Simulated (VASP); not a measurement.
# Na2N (P6/mmm) in VASP: further runs

Runs on Na2N. Level: PBE. Tasks: single point, relaxation of cell and atoms.

Everything below comes from runs of VASP 6.6.1. Logs are shortened: lines on timing, memory, paths and dates and some standing lists are left out, and cuts for length are marked.

## 1. The cell of the first run

Symmetry: P6/mmm, No. 191, hexagonal system. The conventional cell has a = 2.916 Å, b = 2.916 Å, c = 6.730 Å, α = 90.00°, β = 90.00°, γ = 120.00°. Na (site symmetry 6mm) has 1 N at 2.07 Å and 1 Na at 2.59 Å within 2.7 Å. Within 2.7 Å of N (site symmetry 6/mmm) lie 2 Na at 2.07 Å.

The cell was generated, and may not be a known phase.

## 2. Single point, PBE, collinear spin, ferromagnetic start

INCAR reads:

```
ALGO = Normal
EDIFF = 1E-6
ENCUT = 520
GGA = PE
ISIF = 2
ISMEAR = 0
ISPIN = 2
LASPH = T
LCHARG = F
LORBIT = 11
LREAL = F
LWAVE = F
MAGMOM = 0 0 1
NBANDS = 20
NELM = 150
PREC = Accurate
SIGMA = 0.1
```

KPOINTS reads:

```
k-points
0
Gamma
  6 6 4
```

POSCAR reads:

```
Na2N
1.0
    2.9158707500      0.0000000000      0.0000000000
   -1.4579353700      2.5252181400      0.0000000000
    0.0000000000      0.0000000000      6.7295643400
Na N
2 1
Direct
    0.0000000000      0.0000000000      0.6926503200
    0.0000000000      0.0000000000      0.3073496800
    0.0000000000      0.0000000000      0.0000000000
```

Potentials or basis: VASP PAW PBE potentials, release 64 (Na_pv, N).

Command:

```sh
$ cat potpaw_PBE.64/Na_pv/POTCAR potpaw_PBE.64/N/POTCAR > POTCAR
$ mpirun -np 1 vasp_std > vasp.out
```

OUTCAR:

```text
EDIFF = 1E-6
   ENCUT = 520
   GGA = PE
   ISIF = 2
   ISMEAR = 0
   ISPIN = 2
   LASPH = T
   LORBIT = 11
   LREAL = F
   NELM = 150
   PREC = Accurate

 ion  position               nearest neighbor table
   1  0.000  0.000  0.693-   3 2.07   2 2.59
   2  0.000  0.000  0.307-   3 2.07   1 2.59
   3  0.000  0.000  0.000-   1 2.07   2 2.07

  LATTYP: Found a hexagonal cell.
 ALAT       =     2.9158707500
 C/A-ratio  =     2.3079089977

  Lattice vectors:

 A1 = (   2.9158707500,   0.0000000000,   0.0000000000)
 A2 = (  -1.4579353700,   2.5252181400,   0.0000000000)
 A3 = (   0.0000000000,   0.0000000000,   6.7295643400)

Analysis of symmetry for initial positions (statically):
=====================================================================
 Subroutine PRICEL returns:
 Original cell was already a primitive cell.

 Routine SETGRP: Setting up the symmetry group for a
 hexagonal supercell.

 Subroutine GETGRP returns: Found 24 space group operations
 (whereof 24 operations were pure point group operations)
 out of a pool of 24 trial point group operations.

The static configuration has the point symmetry D_6h.

Analysis of symmetry for dynamics (positions and initial velocities):
=====================================================================
 Subroutine PRICEL returns:
 Original cell was already a primitive cell.

 Routine SETGRP: Setting up the symmetry group for a
 hexagonal supercell.

 Subroutine GETGRP returns: Found 24 space group operations
 (whereof 24 operations were pure point group operations)
 out of a pool of 24 trial point group operations.

The dynamic configuration has the point symmetry D_6h.

Analysis of structural, dynamic, and magnetic symmetry:
=====================================================================
 Subroutine PRICEL returns:
 Original cell was already a primitive cell.

 Routine SETGRP: Setting up the symmetry group for a
 hexagonal supercell.

 Subroutine GETGRP returns: Found 24 space group operations
 (whereof 24 operations were pure point group operations)
 out of a pool of 24 trial point group operations.

The overall configuration has the point symmetry D_6h.

 Subroutine INISYM returns: Found 24 space group operations
 (whereof 24 operations are pure point group operations),
 and found     1 'primitive' translations

----------------------------------------------------------------------------------------

                                     Primitive cell

  volume of cell :      49.5512

  direct lattice vectors                    reciprocal lattice vectors
     2.915870750  0.000000000  0.000000000     0.342950729  0.198002695  0.000000000
    -1.457935370  2.525218140  0.000000000     0.000000000  0.396005392  0.000000000
     0.000000000  0.000000000  6.729564340     0.000000000  0.000000000  0.148598029

  length of vectors
     2.915870750  2.915870744  6.729564340     0.396005391  0.396005392  0.148598029

  position of ions in fractional coordinates (direct lattice)
     0.000000000  0.000000000  0.692650320
     0.000000000  0.000000000  0.307349680
     0.000000000  0.000000000  0.000000000

  ion indices of the primitive-cell ions
   primitive index   ion index
                 1           1
                 2           2
                 3           3

----------------------------------------------------------------------------------------

 KPOINTS: k-points

Automatic generation of k-mesh.
 Grid dimensions read from file:
 generate k-points for:    6    6    4

 Generating k-lattice:

  Cartesian coordinates                     Fractional coordinates (reciprocal lattice)
     0.057158455  0.033000449  0.000000000     0.166666667  0.000000000  0.000000000
     0.000000000  0.066000899  0.000000000     0.000000000  0.166666667  0.000000000
     0.000000000  0.000000000  0.037149507     0.000000000  0.000000000  0.250000000

  Length of vectors
     0.066000899  0.066000899  0.037149507

  Shift w.r.t. Gamma in fractional coordinates (k-lattice)
     0.000000000  0.000000000  0.000000000

 Subroutine IBZKPT returns following result:
 ===========================================

 Found     21 irreducible k-points:

 Following reciprocal coordinates:
            Coordinates               Weight
  0.000000  0.000000  0.000000      1.000000
  0.166667  0.000000  0.000000      6.000000
  0.333333 -0.000000  0.000000      6.000000
  0.500000  0.000000  0.000000      3.000000
  0.166667  0.166667  0.000000      6.000000
  0.333333  0.166667  0.000000     12.000000
[... 13 lines left out ...]
  0.333333  0.166667  0.500000     12.000000
  0.333333  0.333333  0.500000      2.000000
   k-points           NKPTS =     21   k-points in BZ     NKDIM =     21   number of bands    NBANDS=     20
   number of dos      NEDOS =    301   number of ions     NIONS =      3
   total plane-waves  NPLWV =  28800
   dimension x,y,z NGX =    24 NGY =   24 NGZ =   50
   dimension x,y,z NGXF=    48 NGYF=   48 NGZF=  100
   ions per type =               2   1
   NGX,Y,Z   is equivalent  to a cutoff of  13.68, 13.68, 12.35 a.u.
   NGXF,Y,Z  is equivalent  to a cutoff of  27.37, 27.37, 24.70 a.u.
 SYSTEM =  unknown system
   PREC   = accura    normal or accurate (medium, high low for compatibility)
   ISTART =      0    job   : 0-new  1-cont  2-samecut
   ICHARG =      2    charge: 1-file 2-atom 10-const
   ISPIN  =      2    spin polarized calculation?
   LNONCOLLINEAR =      F non collinear calculations
   LSORBIT =      F    spin-orbit coupling
   LASPH  =      T    aspherical Exc in radial PAW
   ENCUT  =  520.0 eV  38.22 Ry    6.18 a.u.   5.42  5.42 12.51*2*pi/ulx,y,z
   NELM   =    150;   NELMIN=  2; NELMDL= -5     # of ELM steps
   EDIFF  = 0.1E-05   stopping-criterion for ELM
   LREAL  =      F    real-space projection
[... 7 lines left out ...]
   TEBEG  =    0.0;   TEEND  =   0.0 temperature during run
   PSTRESS=    0.0 pullay stress
   NELECT =      19.0000    total number of electrons
   NUPDOWN=      -1.0000    fix difference up-down
   EMIN   =  10.00;   EMAX   =-10.00  energy-range for DOS
   EFERMI =   0.00;   METHOD = LEGACY
   ISMEAR =     0;   SIGMA  =   0.10  broadening in eV -4-tet -1-fermi 0-gaus
   EFERMI_NEDOS =   21; number of points for ismear=-14 and -15
   IALGO  =     38    algorithm
   IMIX   =      4    mixing-type and parameters
     AMIX     =   0.40;   BMIX     =  1.00
     AMIX_MAG =   1.60;   BMIX_MAG =  1.00
  volume/ion in A,a.u.               =      16.52       111.46
  Fermi-wavevector in a.u.,A,eV,Ry     =   1.189345  2.247537 19.246018  1.414542
  Thomas-Fermi vector in A             =   2.325455
   LORBIT       =     11    0 simple, 1 ext, 2 COOP (PROOUT), +10 PAW based schemes
   GGA     = PE    functional components
   LHFCALC =     F    Hartree Fock is set to
   AEXX    =    0.0000 exact exchange contribution
   IVDW    =     0    specifies the selected vdW correction
   LEPSILON=     F    determine dielectric tensor
   LRPA    =     F    only Hartree local field effects (RPA)
 spin polarized calculation
 Gauss-broadening in eV      SIGMA  =   0.10
  energy-cutoff  :      520.00
  volume of cell :       49.55
 maximum number of plane-waves:      1370
 NGX is ok and might be reduce to    24
   NGX = 11   NGY = 11   NGZ = 25

 number of electron      18.9999996 magnetization       0.6903398

 Free energy of the ion-electron system (eV)
  ---------------------------------------------------
  ext. energy  EPLUGINS =         0.00000000
  ---------------------------------------------------
  free energy    TOTEN  =        -6.04518879 eV

  energy without entropy =       -6.03966271  energy(sigma->0) =       -6.04242575

 E-fermi :   1.7216     XC(G=0):  -8.7334

 val. band max:        1.6871651522   @ k =   0.1667   0.1667   0.2500
 cond. band min:       1.7433361819   @ k =   0.3333   0.3333   0.5000
 fundamental gap:      0.0561710297
 Fermi energy:         1.7215606977

 spin component 1

 k-point     1 :       0.0000    0.0000    0.0000
  band No.  band energies     occupation
      1     -22.5155      1.00000
      2     -22.3214      1.00000
      3     -22.3214      1.00000
      4     -22.2944      1.00000
      5     -22.2944      1.00000
      6     -22.2217      1.00000
[... 12 lines left out ...]
     19      20.7371      0.00000
     20      20.7386      0.00000

 k-point     2 :       0.1667    0.0000    0.0000
  band No.  band energies     occupation
      1     -22.4989      1.00000
      2     -22.3960      1.00000
      3     -22.3634      1.00000
      4     -22.3373      1.00000
      5     -22.3094      1.00000
      6     -22.2119      1.00000
[... 12 lines left out ...]
     19      17.5355      0.00000
     20      19.5162      0.00000

 k-point     3 :       0.3333   -0.0000    0.0000
  band No.  band energies     occupation
      1     -22.5446      1.00000
      2     -22.4986      1.00000
      3     -22.4628      1.00000
      4     -22.3691      1.00000
      5     -22.3393      1.00000
      6     -22.1927      1.00000
[... 12 lines left out ...]
     19      16.3877      0.00000
     20      18.9558      0.00000

 k-point     4 :       0.5000    0.0000    0.0000
  band No.  band energies     occupation
      1     -22.6153      1.00000
      2     -22.5648      1.00000
      3     -22.4465      1.00000
      4     -22.3850      1.00000
      5     -22.3541      1.00000
      6     -22.1830      1.00000
[... 357 lines left out ...]
     19      18.5618      0.00000
     20      18.7155      0.00000

 k-point    20 :       0.3333    0.1667    0.5000
  band No.  band energies     occupation
      1     -22.5761      1.00000
      2     -22.5307      1.00000
      3     -22.4304      1.00000
      4     -22.4230      1.00000
      5     -22.3907      1.00000
      6     -22.2007      1.00000
[... 12 lines left out ...]
     19      17.1183      0.00000
     20      17.5212      0.00000

 k-point    21 :       0.3333    0.3333    0.5000
  band No.  band energies     occupation
      1     -22.5218      1.00000
      2     -22.5218      1.00000
      3     -22.4812      1.00000
      4     -22.4812      1.00000
      5     -22.4222      1.00000
      6     -22.1952      1.00000
[... 12 lines left out ...]
     19      16.9494      0.00000
     20      16.9494      0.00000
 Fermi energy:         1.7215606977

 spin component 2

 k-point     1 :       0.0000    0.0000    0.0000
  band No.  band energies     occupation
      1     -22.4979      1.00000
      2     -22.3190      1.00000
      3     -22.3190      1.00000
      4     -22.2923      1.00000
      5     -22.2923      1.00000
      6     -22.2082      1.00000
[... 12 lines left out ...]
     19      20.7079      0.00000
     20      20.7080      0.00000

 k-point     2 :       0.1667    0.0000    0.0000
  band No.  band energies     occupation
      1     -22.4817      1.00000
      2     -22.3938      1.00000
      3     -22.3616      1.00000
      4     -22.3350      1.00000
      5     -22.3073      1.00000
      6     -22.1984      1.00000
[... 12 lines left out ...]
     19      17.6870      0.00000
     20      19.7709      0.00000

 k-point     3 :       0.3333   -0.0000    0.0000
  band No.  band energies     occupation
      1     -22.5424      1.00000
      2     -22.4972      1.00000
      3     -22.4464      1.00000
      4     -22.3669      1.00000
      5     -22.3373      1.00000
      6     -22.1792      1.00000
[... 12 lines left out ...]
     19      16.6136      0.00000
     20      19.1281      0.00000

 k-point     4 :       0.5000    0.0000    0.0000
  band No.  band energies     occupation
      1     -22.6135      1.00000
      2     -22.5636      1.00000
      3     -22.4301      1.00000
      4     -22.3828      1.00000
      5     -22.3522      1.00000
      6     -22.1696      1.00000
[... 360 lines left out ...]
 k-point    20 :       0.3333    0.1667    0.5000
  band No.  band energies     occupation
      1     -22.5742      1.00000
      2     -22.5293      1.00000
      3     -22.4220      1.00000
      4     -22.4153      1.00000
      5     -22.3888      1.00000
      6     -22.1848      1.00000
[... 12 lines left out ...]
     19      17.2737      0.00000
     20      17.7533      0.00000

 k-point    21 :       0.3333    0.3333    0.5000
  band No.  band energies     occupation
      1     -22.5199      1.00000
      2     -22.5199      1.00000
      3     -22.4797      1.00000
      4     -22.4797      1.00000
      5     -22.4082      1.00000
      6     -22.1794      1.00000
[... 12 lines left out ...]
     19      17.3307      0.00000
     20      17.3307      0.00000

------------------------ aborting loop because EDIFF is reached ----------------------------------------

  FORCE on cell =-STRESS in cart. coord.  units (eV):
  Direction    XX          YY          ZZ          XY          YZ          ZX
  --------------------------------------------------------------------------------------
  -------------------------------------------------------------------------------------
  Total        1.6866584      1.6866584      6.9080981      0.0000000      0.0000000     -0.0000000
  in kB       54.5360405     54.5360404    223.3649157      0.0000001      0.0000000     -0.0000000
  external PRESSURE =     110.8123322 kB  Pullay stress =       0.0000000 kB

 VOLUME and BASIS-vectors are now :
 -----------------------------------------------------------------------------
  energy-cutoff  :      520.00
  volume of cell :       49.55
      direct lattice vectors                 reciprocal lattice vectors
     2.915870750  0.000000000  0.000000000     0.342950729  0.198002695  0.000000000
    -1.457935370  2.525218140  0.000000000     0.000000000  0.396005392  0.000000000
     0.000000000  0.000000000  6.729564340     0.000000000  0.000000000  0.148598029

 POSITION                                       TOTAL-FORCE (eV/Angst)
 -----------------------------------------------------------------------------------
      0.00000      0.00000      4.66123         0.000000      0.000000     -0.060097
      0.00000      0.00000      2.06833        -0.000000     -0.000000      0.060097
      0.00000      0.00000      0.00000         0.000000     -0.000000      0.000000
 -----------------------------------------------------------------------------------
    total drift:                                0.000000      0.000000      0.000000

  FREE ENERGIE OF THE ION-ELECTRON SYSTEM (eV)
  ---------------------------------------------------
  free  energy   TOTEN  =        -6.0451887915 eV

  energy  without entropy=       -6.0396627059  energy(sigma->0) =       -6.04242575

 total charge

# of ion       s       p       d       tot
------------------------------------------
    1        0.148   6.013   0.000   6.161
    2        0.148   6.013   0.000   6.161
    3        1.349   2.043   0.000   3.392
--------------------------------------------------
tot          1.645  14.070   0.000  15.714

 magnetization (x)

# of ion       s       p       d       tot
------------------------------------------
    1       -0.002   0.006   0.000   0.004
    2       -0.002   0.006   0.000   0.004
    3        0.013   0.429   0.000   0.443
--------------------------------------------------
tot          0.010   0.440   0.000   0.450
```

Run time: 30 s. Hardware: 1 thread of AMD EPYC 9R45 (Zen 5), shared host; peak memory 0.16 GiB.

Results:

```yaml
Free_energy: -6.0452 eV
Pressure: 11.1 GPa
Largest_force: 0.060 eV/Å
Net_moment: 0.69 μB per cell
Site_moments: Na +0.00; N +0.44 μB
Valence_electrons_inside_the_program's_atomic_spheres: Na 6.16; N 3.39
```

Forces on the atoms (eV/Å):
```
Na   0.000  0.000 -0.060
Na   0.000  0.000  0.060
N    0.000  0.000  0.000
```

Caveat: the k points lie up to 0.41 Å⁻¹ apart; a moment this small can come from the mesh or the smearing.

## 3. Single point, PBE, collinear spin, ferromagnetic start

This run uses another cell than the first one, of 34.78 Å³/atom.

INCAR reads:

```
  PREC = Accurate
  ENCUT = 520
  EDIFF = 1E-6
  ISMEAR = 0
  SIGMA = 0.1
  LREAL = False
  LASPH = True
  NELM = 150
  ALGO = Normal
  ISIF = 2
  LWAVE = False
  LCHARG = False
  ISPIN = 2
  MAGMOM = 0 0 1
  LORBIT = 11
  GGA = PE
  NBANDS = 20
```

KPOINTS reads:

```
regular mesh
0
Gamma
  6 6 4
```

POSCAR reads:

```
Na2N
1.0
    3.8826318743     -0.0000000038      0.0000000000
   -1.9413159338      3.3624578386      0.0000000000
    0.0000000000      0.0000000000      7.9921895624
Na N
2 1
Direct
    0.0000000000      0.0000000000      0.7153188644
    0.0000000000      0.0000000000      0.2846811356
    0.0000000000      0.0000000000      0.0000000000
```

Potentials or basis: VASP PAW PBE potentials, release 64 (Na_pv, N).

Command:

```sh
$ cat potpaw_PBE.64/Na_pv/POTCAR potpaw_PBE.64/N/POTCAR > POTCAR
$ mpirun -np 1 vasp_std > vasp.out
```

It took 64 s on 1 thread of AMD EPYC 9R45 (Zen 5), shared host; peak memory 0.25 GiB.

The run converged. Its results:

| Quantity | Value |
| --- | --- |
| Free energy | -7.1775 eV |
| Pressure | 0.1 GPa |
| Largest force | 0.019 eV/Å |
| Net moment | 2.04 μB per cell |
| Site moments | Na -0.01; N +1.25 μB |
| Valence electrons inside the program's atomic spheres | Na 6.06; N 3.40 |

Forces in eV/Å, atoms in the order of the input:
```
Na   0.000  0.000 -0.019
Na   0.000  0.000  0.019
N    0.000  0.000  0.000
```

Levels at points of the mesh, in eV from the Fermi level:
Spin up:
| k point | band 9 | band 10 | band 11 | band 12 | band 13 | band 14 |
| --- | --- | --- | --- | --- | --- | --- |
| (0.00, 0.00, 0.00) | -1.87 | -1.64 | -1.64 | 1.69 | 3.23 | 8.77 |
| (0.50, 0.00, 0.00) | -1.82 | -1.48 | 1.41 | 1.51 | 3.52 | 5.03 |
| (0.00, 0.00, 0.50) | -1.64 | -1.64 | -1.00 | 0.66 | 4.94 | 5.95 |
| (0.50, 0.00, 0.50) | -1.82 | -1.51 | 1.31 | 1.71 | 3.83 | 4.32 |
Spin down:
```csv
k point,band 5,band 6,band 7,band 8,band 9,band 10,band 11,band 12,band 13,band 14
"(0.00, 0.00, 0.00)",-24.28,-24.25,-10.42,-1.78,-1.27,1.85,1.85,1.95,3.58,9.37
"(0.50, 0.00, 0.00)",-24.27,-24.25,-10.21,-0.39,-0.02,1.55,1.61,1.76,3.37,5.01
"(0.00, 0.00, 0.50)",-24.27,-24.25,-10.42,-2.19,-0.20,0.66,1.85,1.85,5.05,6.67
"(0.50, 0.00, 0.50)",-24.27,-24.25,-10.21,-0.47,0.07,1.35,1.56,1.90,4.17,4.33
```

(Continued in part 2 of 2.)
